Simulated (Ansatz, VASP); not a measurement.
Two plane-wave programs on BN

INCAR

```
ALGO = Normal
EDIFF = 1E-6
ENCUT = 600
GGA = PE
GGA_COMPAT = False
ISIF = 2
ISMEAR = 0
LASPH = True
LCHARG = False
LREAL = False
LWAVE = False
NBANDS = 11
NELM = 120
PREC = Accurate
SIGMA = 0.05
```

File KPOINTS:

```
k-points
0
Gamma
  12 12 12
```

File POSCAR:

```
BN
1.0
    0.0000000000      1.7398545729      1.8848424539
    1.7398545729      0.0000000000      1.8848424539
    1.7398545729      1.7398545729      0.0000000000
B N
1 1
Direct
    0.0000000000      0.0000000000      0.0000000000
    0.7500000000      0.7500000000      0.7500000000
```

Input for Ansatz:

```yaml
crystal:
  lattice:
    - [0.0, 1.7398545729, 1.8848424539]
    - [1.7398545729, 0.0, 1.8848424539]
    - [1.7398545729, 1.7398545729, 0.0]
  atoms:
    - { symbol: B, position: [0.0, 0.0, 0.0] }
    - { symbol: "N", position: [0.75, 0.75, 0.75] }
basis:
  ecutwfc: 420
kpoints:
  mp_grid: { grid: [12, 12, 12] }
hamiltonian:
  xc: pbe
scf:
  occupations: { method: gaussian, width: 0.05 }
output:
  forces: true
  stress: true
  eigenvalues: true
```

Change from the starting cell: strain -0.040 along x and y, +0.040 along z, atoms carried along.

Alike in both runs: task single point; functional PBE; k mesh 12 × 12 × 12; occupations gaussian, width 0.05 eV; no spin polarisation.

```csv
,VASP,Ansatz
version,VASP 6.6.1,Ansatz 0.2.0
potentials or method,"VASP PAW PBE potentials, release 64 (B, N), cutoff 600 eV","scalar-relativistic, plane waves, PAW"
valence electrons in the cell,8,8
```

```csv
,VASP,Ansatz,Ansatz less VASP
gap on the k mesh at the Fermi level (eV),3.75,3.76,+0.013
least direct gap on the mesh (eV),8.54,8.55,+0.012
pressure (GPa),17.1,17.0,-0.08
"traceless stress, the component that is largest in VASP (GPa)",-37.81,-37.78,+0.034
```
